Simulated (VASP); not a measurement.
# InGaTe3 (Pm-3m) in VASP: a series of runs, part 2 of 2

VASP 6.6.1.

## Step 4: Single point, PBE

Contents of INCAR:

```
SYSTEM = InGaTe3
  PREC = Accurate
  ENCUT = 520
  EDIFF = 1E-6
  ISMEAR = 0
  SIGMA = 0.1
  LREAL = .FALSE.
  LASPH = .TRUE.
  NELM = 100
  ALGO = Normal
  ISIF = 2
  LWAVE = .FALSE.
  LCHARG = .FALSE.
  GGA = PE
  NBANDS = 30
```

Contents of KPOINTS:

```
Automatic mesh
0
G
  8 8 8
  0 0 0
```

Contents of POSCAR:

```
InGaTe3
1.0
    5.4702551877      0.0000000000      0.0000000000
    0.0000000000      5.4702551877      0.0000000000
    0.0000000000      0.0000000000      5.4702551877
In Ga Te
1 1 3
Direct
    0.5000000000      0.5000000000      0.5000000000
    0.0000000000      0.0000000000      0.0000000000
    0.5000000000      0.0000000000      0.0000000000
    0.0000000000      0.5000000000      0.0000000000
    0.0000000000      0.0000000000      0.5000000000
```

Potentials or basis: VASP PAW PBE potentials, release 64 (In_d, Ga_d, Te).

On the command line:

```bash
$ cat potpaw_PBE.64/In_d/POTCAR potpaw_PBE.64/Ga_d/POTCAR potpaw_PBE.64/Te/POTCAR > POTCAR
$ mpirun -np 1 vasp_std > vasp.out
```

OUTCAR:

```text
SYSTEM = InGaTe3
   PREC = Accurate
   ENCUT = 520
   EDIFF = 1E-6
   ISMEAR = 0
   LREAL = .FALSE.
   LASPH = .TRUE.
   NELM = 100
   ISIF = 2
   GGA = PE

 ion  position               nearest neighbor table
   1  0.500  0.500  0.500-
   2  0.000  0.000  0.000-   3 2.74   4 2.74   5 2.74   5 2.74   4 2.74   3 2.74
   3  0.500  0.000  0.000-   2 2.74   2 2.74
   4  0.000  0.500  0.000-   2 2.74   2 2.74
   5  0.000  0.000  0.500-   2 2.74   2 2.74

  LATTYP: Found a simple cubic cell.
 ALAT       =     5.4702551877

  Lattice vectors:

 A1 = (   5.4702551877,   0.0000000000,   0.0000000000)
 A2 = (   0.0000000000,   5.4702551877,   0.0000000000)
 A3 = (   0.0000000000,   0.0000000000,   5.4702551877)

Analysis of symmetry for initial positions (statically):
=====================================================================
 Subroutine PRICEL returns:
 Original cell was already a primitive cell.

 Routine SETGRP: Setting up the symmetry group for a
 simple cubic supercell.

 Subroutine GETGRP returns: Found 48 space group operations
 (whereof 48 operations were pure point group operations)
 out of a pool of 48 trial point group operations.

The static configuration has the point symmetry O_h .

Analysis of symmetry for dynamics (positions and initial velocities):
=====================================================================
 Subroutine PRICEL returns:
 Original cell was already a primitive cell.

 Routine SETGRP: Setting up the symmetry group for a
 simple cubic supercell.

 Subroutine GETGRP returns: Found 48 space group operations
 (whereof 48 operations were pure point group operations)
 out of a pool of 48 trial point group operations.

The dynamic configuration has the point symmetry O_h .

 Subroutine INISYM returns: Found 48 space group operations
 (whereof 48 operations are pure point group operations),
 and found     1 'primitive' translations

----------------------------------------------------------------------------------------

                                     Primitive cell

  volume of cell :     163.6902

  direct lattice vectors                    reciprocal lattice vectors
     5.470255188  0.000000000  0.000000000     0.182806828  0.000000000  0.000000000
     0.000000000  5.470255188  0.000000000     0.000000000  0.182806828  0.000000000
     0.000000000  0.000000000  5.470255188     0.000000000  0.000000000  0.182806828

  length of vectors
     5.470255188  5.470255188  5.470255188     0.182806828  0.182806828  0.182806828

  position of ions in fractional coordinates (direct lattice)
     0.500000000  0.500000000  0.500000000
     0.000000000  0.000000000  0.000000000
     0.500000000  0.000000000  0.000000000
     0.000000000  0.500000000  0.000000000
     0.000000000  0.000000000  0.500000000

  ion indices of the primitive-cell ions
   primitive index   ion index
                 1           1
                 2           2
                 3           3
                 4           4
                 5           5

----------------------------------------------------------------------------------------

 KPOINTS: Automatic mesh

[... 23 lines left out ...]
            Coordinates               Weight
  0.000000  0.000000  0.000000      1.000000
  0.125000  0.000000  0.000000      6.000000
  0.250000  0.000000  0.000000      6.000000
  0.375000  0.000000  0.000000      6.000000
  0.500000  0.000000  0.000000      3.000000
  0.125000  0.125000  0.000000     12.000000
[... 16 lines left out ...]
  0.375000  0.375000  0.125000     24.000000
  0.500000  0.375000  0.125000     24.000000
 [... further k-points ...]
   k-points           NKPTS =     35   k-points in BZ     NKDIM =     35   number of bands    NBANDS=     30
   number of dos      NEDOS =    301   number of ions     NIONS =      5
   total plane-waves  NPLWV =  74088
   dimension x,y,z NGX =    42 NGY =   42 NGZ =   42
   dimension x,y,z NGXF=    84 NGYF=   84 NGZF=   84
   ions per type =               1   1   3
   NGX,Y,Z   is equivalent  to a cutoff of  12.76, 12.76, 12.76 a.u.
   NGXF,Y,Z  is equivalent  to a cutoff of  25.53, 25.53, 25.53 a.u.
 SYSTEM =  InGaTe3
   PREC   = accura    normal or accurate (medium, high low for compatibility)
   ISTART =      0    job   : 0-new  1-cont  2-samecut
   ICHARG =      2    charge: 1-file 2-atom 10-const
   ISPIN  =      1    spin polarized calculation?
   LNONCOLLINEAR =      F non collinear calculations
   LSORBIT =      F    spin-orbit coupling
   LASPH  =      T    aspherical Exc in radial PAW
   ENCUT  =  520.0 eV  38.22 Ry    6.18 a.u.  10.17 10.17 10.17*2*pi/ulx,y,z
   NELM   =    100;   NELMIN=  2; NELMDL= -5     # of ELM steps
   EDIFF  = 0.1E-05   stopping-criterion for ELM
   LREAL  =      F    real-space projection
   EDIFFG = 0.1E-04   stopping-criterion for IOM
   NSW    =      0    number of steps for IOM
   IBRION =     -1    ionic relax: 0-MD 1-quasi-New 2-CG
   NFREE  =      0    steps in history (QN), initial steepest desc. (CG)
   ISIF   =      2    stress and relaxation
   ISYM   =      2    0-nonsym 1-usesym 2-fastsym
   POTIM  = 0.5000    time-step for ionic-motion
   TEBEG  =    0.0;   TEEND  =   0.0 temperature during run
   PSTRESS=    0.0 pullay stress
   NELECT =      44.0000    total number of electrons
   NUPDOWN=      -1.0000    fix difference up-down
   EMIN   =  10.00;   EMAX   =-10.00  energy-range for DOS
   EFERMI =   0.00;   METHOD = LEGACY
   ISMEAR =     0;   SIGMA  =   0.10  broadening in eV -4-tet -1-fermi 0-gaus
   EFERMI_NEDOS =   21; number of points for ismear=-14 and -15
   IALGO  =     38    algorithm
   IMIX   =      4    mixing-type and parameters
     AMIX     =   0.40;   BMIX     =  1.00
     AMIX_MAG =   1.60;   BMIX_MAG =  1.00
  volume/ion in A,a.u.               =      32.74       220.93
  Fermi-wavevector in a.u.,A,eV,Ry     =   1.056537  1.996566 15.187788  1.116271
  Thomas-Fermi vector in A             =   2.191777
   LORBIT       =      0    0 simple, 1 ext, 2 COOP (PROOUT), +10 PAW based schemes
   GGA     = PE    functional components
   LHFCALC =     F    Hartree Fock is set to
   AEXX    =    0.0000 exact exchange contribution
   IVDW    =     0    specifies the selected vdW correction
   LEPSILON=     F    determine dielectric tensor
   LRPA    =     F    only Hartree local field effects (RPA)
 non-spin polarized calculation
 Gauss-broadening in eV      SIGMA  =   0.10
  energy-cutoff  :      520.00
  volume of cell :      163.69
 maximum number of plane-waves:      4436
 NGX is ok and might be reduce to    42
   NGX = 21   NGY = 21   NGZ = 21

 number of electron      43.9999984 magnetization

 Free energy of the ion-electron system (eV)
  ---------------------------------------------------
  ext. energy  EPLUGINS =         0.00000000
  ---------------------------------------------------
  free energy    TOTEN  =       -14.21702808 eV

  energy without entropy =      -14.19606673  energy(sigma->0) =      -14.20654741

 E-fermi :   4.5276     XC(G=0):  -9.0452

 val. band max:        4.5245219548   @ k =   0.2500   0.2500   0.0000
 cond. band min:       4.5469206450   @ k =   0.2500   0.2500   0.1250
 fundamental gap:      0.0223986902
 Fermi energy:         4.5276112175

 k-point     1 :       0.0000    0.0000    0.0000
  band No.  band energies     occupation
      1     -10.4341      2.00000
      2     -10.4341      2.00000
      3     -10.3206      2.00000
      4     -10.3206      2.00000
      5     -10.3206      2.00000
      6      -9.5391      2.00000
[... 781 lines left out ...]
     29       9.1479      0.00000
     30      11.6137      0.00000

 [... further k-points ...]

------------------------ aborting loop because EDIFF is reached ----------------------------------------

  FORCE on cell =-STRESS in cart. coord.  units (eV):
  Direction    XX          YY          ZZ          XY          YZ          ZX
  --------------------------------------------------------------------------------------
  -------------------------------------------------------------------------------------
  Total       -0.0448266     -0.0448266     -0.0448266      0.0000000     -0.0000000      0.0000000
  in kB       -0.4387568     -0.4387568     -0.4387568      0.0000000     -0.0000000      0.0000000
  external PRESSURE =      -0.4387568 kB  Pullay stress =       0.0000000 kB

 VOLUME and BASIS-vectors are now :
 -----------------------------------------------------------------------------
  energy-cutoff  :      520.00
  volume of cell :      163.69
      direct lattice vectors                 reciprocal lattice vectors
     5.470255188  0.000000000  0.000000000     0.182806828  0.000000000  0.000000000
     0.000000000  5.470255188  0.000000000     0.000000000  0.182806828  0.000000000
     0.000000000  0.000000000  5.470255188     0.000000000  0.000000000  0.182806828

 POSITION                                       TOTAL-FORCE (eV/Angst)
 -----------------------------------------------------------------------------------
      2.73513      2.73513      2.73513         0.000000      0.000000      0.000000
      0.00000      0.00000      0.00000         0.000000      0.000000      0.000000
      2.73513      0.00000      0.00000         0.000000      0.000000      0.000000
      0.00000      2.73513      0.00000         0.000000      0.000000      0.000000
      0.00000      0.00000      2.73513         0.000000      0.000000      0.000000
 -----------------------------------------------------------------------------------
    total drift:                                0.000000      0.000000     -0.000000

  FREE ENERGIE OF THE ION-ELECTRON SYSTEM (eV)
  ---------------------------------------------------
  free  energy   TOTEN  =       -14.2170280819 eV

  energy  without entropy=      -14.1960667349  energy(sigma->0) =      -14.20654741
```

Run time: 70 s. Hardware: 1 thread of Intel Xeon 6975P-C (Granite Rapids), shared host; peak memory 0.37 GiB.

What came out:

```yaml
Free_energy: -14.2170 eV
Pressure: 0.0 GPa
Band_gap_on_the_k_mesh: zero (band 22 reaches 5.42 eV, above the bottom of band 23 at 4.04 eV)
```

Levels at points of the mesh, in eV from the Fermi level:
| k point | band 20 | band 21 | band 22 | band 23 | band 24 | band 25 |
| --- | --- | --- | --- | --- | --- | --- |
| (0.00, 0.00, 0.00) | -0.57 | -0.57 | -0.49 | -0.49 | -0.49 | 4.33 |
| (0.50, 0.00, 0.00) | -1.08 | -0.47 | -0.29 | -0.29 | 1.10 | 2.69 |
| (0.50, 0.50, 0.00) | -1.33 | -1.25 | -0.05 | 0.87 | 1.96 | 2.61 |
| (0.50, 0.50, 0.50) | -0.01 | 0.89 | 0.89 | 0.89 | 2.84 | 2.84 |

Caveat: spin-orbit coupling is left out, which moves the levels of the heavy elements.

## Step 5: Overview

```csv
cell,k mesh,gap on the mesh (eV),pressure (GPa)
"a = 5.470 Å, 5 atoms",4 × 4 × 4,none,0.2
"a = 5.649 Å, 5 atoms",4 × 4 × 4,none,-2.3
"a = 5.470 Å, 5 atoms",8 × 8 × 8,none,0.0
```

Alike in all rows: task single point; level PBE; potentials or basis VASP PAW PBE potentials, release 64 (In_d, Ga_d, Te); no spin polarisation; cutoff (eV) 520; smearing gaussian 0.1 eV.

Caveats: spin-orbit coupling is left out, which moves the levels of the heavy elements.

Total energies depend on the potentials used, so only differences within one code and one set of settings carry meaning.
